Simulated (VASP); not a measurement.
# Ir (Fm-3m) in VASP: single point with LDA

Aim: the single point of Ir with LDA.

All numbers are computed with VASP 6.6.1; they aren't measurements. Logs are shortened: lines on timing, memory, paths and dates and some standing lists are left out, and cuts for length are marked.

**1. The cell of the first run**

It takes space group Fm-3m (No. 225, cubic). Conventional cell: a = 3.811 Å, b = 3.811 Å, c = 3.811 Å, α = 90.00°, β = 90.00°, γ = 90.00°. Ir (site symmetry m-3m) has 12 Ir at 2.69 Å within 3.6 Å.

**2. Single point, LDA**

INCAR

```
SYSTEM = Ir
PREC     = Accurate       ! precision mode
ENCUT    = 560            ! plane-wave cutoff, eV
EDIFF    = 1E-6           ! SCF threshold, eV
ISMEAR   = 0              ! smearing method
SIGMA    = 0.1            ! smearing width, eV
LREAL    = .FALSE.        ! projectors in reciprocal space
LASPH    = .TRUE.         ! aspherical terms in the spheres
NELM     = 120            ! most SCF steps
ALGO     = Normal         ! electronic algorithm
ISIF     = 2              ! what is computed and relaxed
LWAVE    = .FALSE.        ! write WAVECAR
LCHARG   = .FALSE.        ! write CHGCAR
NBANDS   = 14             ! bands
GGA_COMPAT= .FALSE.
```

KPOINTS

```
regular mesh
0
G
  18 18 18
  0 0 0
```

POSCAR

```
Ir
1.0
    0.0000000000      1.9054060579      1.9054060579
    1.9054060579      0.0000000000      1.9054060579
    1.9054060579      1.9054060579      0.0000000000
Ir
1
Direct
    0.0000000000      0.0000000000      0.0000000000
```

Potentials or basis: VASP PAW LDA potentials, release 64 (Ir_sv_GW).

Launch:

```console
> cat potpaw_LDA.64/Ir_sv_GW/POTCAR > POTCAR
> mpirun -np 1 vasp_std > vasp.out
```

OUTCAR:

```text
SYSTEM = Ir
   PREC = Accurate
   ENCUT = 560
   EDIFF = 1E-6
   ISMEAR = 0
   LREAL = .FALSE.
   LASPH = .TRUE.
   NELM = 120
   ISIF = 2

 ion  position               nearest neighbor table
   1  0.000  0.000  0.000-

  LATTYP: Found a face centered cubic cell.
 ALAT       =     3.8108121158

  Lattice vectors:

 A1 = (   0.0000000000,   1.9054060579,   1.9054060579)
 A2 = (   1.9054060579,   0.0000000000,   1.9054060579)
 A3 = (   1.9054060579,   1.9054060579,   0.0000000000)

Analysis of symmetry for initial positions (statically):
=====================================================================
 Subroutine PRICEL returns:
 Original cell was already a primitive cell.

 Routine SETGRP: Setting up the symmetry group for a
 face centered cubic supercell.

 Subroutine GETGRP returns: Found 48 space group operations
 (whereof 48 operations were pure point group operations)
 out of a pool of 48 trial point group operations.

The static configuration has the point symmetry O_h .

Analysis of symmetry for dynamics (positions and initial velocities):
=====================================================================
 Subroutine PRICEL returns:
 Original cell was already a primitive cell.

 Routine SETGRP: Setting up the symmetry group for a
 face centered cubic supercell.

 Subroutine GETGRP returns: Found 48 space group operations
 (whereof 48 operations were pure point group operations)
 out of a pool of 48 trial point group operations.

The dynamic configuration has the point symmetry O_h .

 Subroutine INISYM returns: Found 48 space group operations
 (whereof 48 operations are pure point group operations),
 and found     1 'primitive' translations

----------------------------------------------------------------------------------------

                                     Primitive cell

  volume of cell :      13.8354

  direct lattice vectors                    reciprocal lattice vectors
     0.000000000  1.905406058  1.905406058    -0.262411258  0.262411258  0.262411258
     1.905406058  0.000000000  1.905406058     0.262411258 -0.262411258  0.262411258
     1.905406058  1.905406058  0.000000000     0.262411258  0.262411258 -0.262411258

  length of vectors
     2.694651089  2.694651089  2.694651089     0.454509631  0.454509631  0.454509631

  position of ions in fractional coordinates (direct lattice)
     0.000000000  0.000000000  0.000000000

  ion indices of the primitive-cell ions
   primitive index   ion index
                 1           1

----------------------------------------------------------------------------------------

 KPOINTS: regular mesh

Automatic generation of k-mesh.
 Grid dimensions read from file:
 generate k-points for:   18   18   18

 Generating k-lattice:

  Cartesian coordinates                     Fractional coordinates (reciprocal lattice)
    -0.014578403  0.014578403  0.014578403     0.055555556  0.000000000  0.000000000
     0.014578403 -0.014578403  0.014578403     0.000000000  0.055555556  0.000000000
     0.014578403  0.014578403 -0.014578403     0.000000000  0.000000000  0.055555556

  Length of vectors
     0.025250535  0.025250535  0.025250535

  Shift w.r.t. Gamma in fractional coordinates (k-lattice)
     0.000000000  0.000000000  0.000000000

 Subroutine IBZKPT returns following result:
 ===========================================

 Found    195 irreducible k-points:

 Following reciprocal coordinates:
            Coordinates               Weight
  0.000000  0.000000  0.000000      1.000000
  0.055556  0.000000  0.000000      8.000000
  0.111111  0.000000  0.000000      8.000000
  0.166667  0.000000  0.000000      8.000000
  0.222222  0.000000  0.000000      8.000000
  0.277778  0.000000  0.000000      8.000000
[... 16 lines left out ...]
 -0.277778  0.055556  0.000000     24.000000
 -0.222222  0.055556  0.000000     24.000000
 [... further k-points ...]
   k-points           NKPTS =    195   k-points in BZ     NKDIM =    195   number of bands    NBANDS=     14
   number of dos      NEDOS =    301   number of ions     NIONS =      1
   total plane-waves  NPLWV =  13824
   dimension x,y,z NGX =    24 NGY =   24 NGZ =   24
   dimension x,y,z NGXF=    48 NGYF=   48 NGZF=   48
   ions per type =               1
   NGX,Y,Z   is equivalent  to a cutoff of  14.81, 14.81, 14.81 a.u.
   NGXF,Y,Z  is equivalent  to a cutoff of  29.61, 29.61, 29.61 a.u.
 SYSTEM =  Ir
   PREC   = accura    normal or accurate (medium, high low for compatibility)
   ISTART =      0    job   : 0-new  1-cont  2-samecut
   ICHARG =      2    charge: 1-file 2-atom 10-const
   ISPIN  =      1    spin polarized calculation?
   LNONCOLLINEAR =      F non collinear calculations
   LSORBIT =      F    spin-orbit coupling
   LASPH  =      T    aspherical Exc in radial PAW
   ENCUT  =  560.0 eV  41.16 Ry    6.42 a.u.   5.20  5.20  5.20*2*pi/ulx,y,z
   NELM   =    120;   NELMIN=  2; NELMDL= -5     # of ELM steps
   EDIFF  = 0.1E-05   stopping-criterion for ELM
   LREAL  =      F    real-space projection
   EDIFFG = 0.1E-04   stopping-criterion for IOM
   NSW    =      0    number of steps for IOM
   IBRION =     -1    ionic relax: 0-MD 1-quasi-New 2-CG
   NFREE  =      0    steps in history (QN), initial steepest desc. (CG)
   ISIF   =      2    stress and relaxation
   ISYM   =      2    0-nonsym 1-usesym 2-fastsym
   POTIM  = 0.5000    time-step for ionic-motion
   TEBEG  =    0.0;   TEEND  =   0.0 temperature during run
   PSTRESS=    0.0 pullay stress
   NELECT =      17.0000    total number of electrons
   NUPDOWN=      -1.0000    fix difference up-down
   EMIN   =  10.00;   EMAX   =-10.00  energy-range for DOS
   EFERMI =   0.00;   METHOD = LEGACY
   ISMEAR =     0;   SIGMA  =   0.10  broadening in eV -4-tet -1-fermi 0-gaus
   EFERMI_NEDOS =   21; number of points for ismear=-14 and -15
   IALGO  =     38    algorithm
   IMIX   =      4    mixing-type and parameters
     AMIX     =   0.40;   BMIX     =  1.00
     AMIX_MAG =   1.60;   BMIX_MAG =  1.00
  volume/ion in A,a.u.               =      13.84        93.37
  Fermi-wavevector in a.u.,A,eV,Ry     =   1.753451  3.313542 41.832335  3.074590
  Thomas-Fermi vector in A             =   2.823584
   LORBIT       =      0    0 simple, 1 ext, 2 COOP (PROOUT), +10 PAW based schemes
   GGA     = CA    functional components
   LHFCALC =     F    Hartree Fock is set to
   AEXX    =    0.0000 exact exchange contribution
   IVDW    =     0    specifies the selected vdW correction
   LEPSILON=     F    determine dielectric tensor
   LRPA    =     F    only Hartree local field effects (RPA)
 non-spin polarized calculation
 Gauss-broadening in eV      SIGMA  =   0.10
  energy-cutoff  :      560.00
  volume of cell :       13.84
 maximum number of plane-waves:       444
 NGX is ok and might be reduce to    24
   NGX = 11   NGY = 11   NGZ = 11

 number of electron      17.0000000 magnetization

 Free energy of the ion-electron system (eV)
  ---------------------------------------------------
  ext. energy  EPLUGINS =         0.00000000
  ---------------------------------------------------
  free energy    TOTEN  =       -10.90941241 eV

  energy without entropy =      -10.90455653  energy(sigma->0) =      -10.90698447

 E-fermi :  13.1327     XC(G=0): -14.9270

 val. band max:       13.1256388168   @ k =   0.5000   0.2222   0.1111
 cond. band min:      13.1469311290   @ k =   0.3333   0.1111   0.0556
 fundamental gap:      0.0212923122
 Fermi energy:        13.1327017753

 k-point     1 :       0.0000    0.0000    0.0000
  band No.  band energies     occupation
      1     -79.5102      2.00000
      2     -36.1499      2.00000
      3     -36.1499      2.00000
      4     -36.1499      2.00000
      5       1.7725      2.00000
      6       9.0551      2.00000
      7       9.0551      2.00000
      8       9.0551      2.00000
      9      11.8739      2.00000
     10      11.8739      2.00000
     11      26.6771      0.00000
     12      32.2760      0.00000
     13      32.2760      0.00000
     14      32.2760      0.00000

 k-point     2 :       0.0556    0.0000    0.0000
  band No.  band energies     occupation
      1     -79.5079      2.00000
      2     -36.1770      2.00000
      3     -36.1535      2.00000
      4     -36.1535      2.00000
      5       1.9146      2.00000
      6       8.9777      2.00000
      7       9.1168      2.00000
      8       9.1168      2.00000
      9      11.8319      2.00000
     10      11.8319      2.00000
     11      26.9272      0.00000
     12      31.6364      0.00000
     13      32.5164      0.00000
     14      32.5164      0.00000

 k-point     3 :       0.1111    0.0000    0.0000
  band No.  band energies     occupation
      1     -79.5015      2.00000
      2     -36.2550      2.00000
      3     -36.1641      2.00000
      4     -36.1641      2.00000
      5       2.3253      2.00000
      6       8.7803      2.00000
      7       9.2788      2.00000
      8       9.2788      2.00000
      9      11.7396      2.00000
     10      11.7396      2.00000
     11      27.6149      0.00000
     12      30.3204      0.00000
     13      33.2185      0.00000
     14      33.2185      0.00000
[... 324 lines left out ...]
 k-point    23 :      -0.2778    0.0556    0.0000
  band No.  band energies     occupation
      1     -79.4611      2.00000
      2     -36.7139      2.00000
      3     -36.2579      2.00000
      4     -36.2199      2.00000
      5       4.5833      2.00000
      6       8.7645      2.00000
      7       9.3818      2.00000
      8       9.4890      2.00000
      9      12.0519      2.00000
     10      13.0143      1.90597
     11      25.5885      0.00000
     12      29.1246      0.00000
     13      34.7926      0.00000
     14      36.4600      0.00000

 k-point    24 :      -0.2222    0.0556    0.0000
  band No.  band energies     occupation
      1     -79.4736      2.00000
      2     -36.5695      2.00000
      3     -36.2361      2.00000
      4     -36.1980      2.00000
      5       4.0289      2.00000
      6       8.3820      2.00000
      7       9.5318      2.00000
      8       9.6231      2.00000
      9      11.5520      2.00000
     10      12.4520      2.00000
     11      27.0277      0.00000
     12      29.7208      0.00000
     13      34.9414      0.00000
     14      36.1568      0.00000

 [... further k-points ...]
[... 5 lines left out ...]
  --------------------------------------------------------------------------------------
  -------------------------------------------------------------------------------------
  Total       -0.0272597     -0.0272597     -0.0272597      0.0000000      0.0000000      0.0000000
  in kB       -3.1567385     -3.1567385     -3.1567385      0.0000000      0.0000000      0.0000000
  external PRESSURE =      -3.1567385 kB  Pullay stress =       0.0000000 kB

 VOLUME and BASIS-vectors are now :
 -----------------------------------------------------------------------------
  energy-cutoff  :      560.00
  volume of cell :       13.84
      direct lattice vectors                 reciprocal lattice vectors
     0.000000000  1.905406058  1.905406058    -0.262411258  0.262411258  0.262411258
     1.905406058  0.000000000  1.905406058     0.262411258 -0.262411258  0.262411258
     1.905406058  1.905406058  0.000000000     0.262411258  0.262411258 -0.262411258

 POSITION                                       TOTAL-FORCE (eV/Angst)
 -----------------------------------------------------------------------------------
      0.00000      0.00000      0.00000        -0.000000     -0.000000     -0.000000
 -----------------------------------------------------------------------------------
    total drift:                                0.000000     -0.000000     -0.000000

  FREE ENERGIE OF THE ION-ELECTRON SYSTEM (eV)
  ---------------------------------------------------
  free  energy   TOTEN  =       -10.9094124109 eV

  energy  without entropy=      -10.9045565343  energy(sigma->0) =      -10.90698447
```

Run time: 13 s. Hardware: 1 thread of Intel Xeon 6975P-C (Granite Rapids), shared host; peak memory 0.17 GiB.

What came out:

```yaml
Free_energy: -10.9094 eV
Pressure: -0.3 GPa
Band_gap_on_the_k_mesh: zero (an odd number of electrons rules out a gap without spin polarisation)
```

Caveat: spin-orbit coupling is left out, which moves the levels of the heavy elements.

The gap in the log of VASP goes by the Fermi energy; the results here count the filled bands.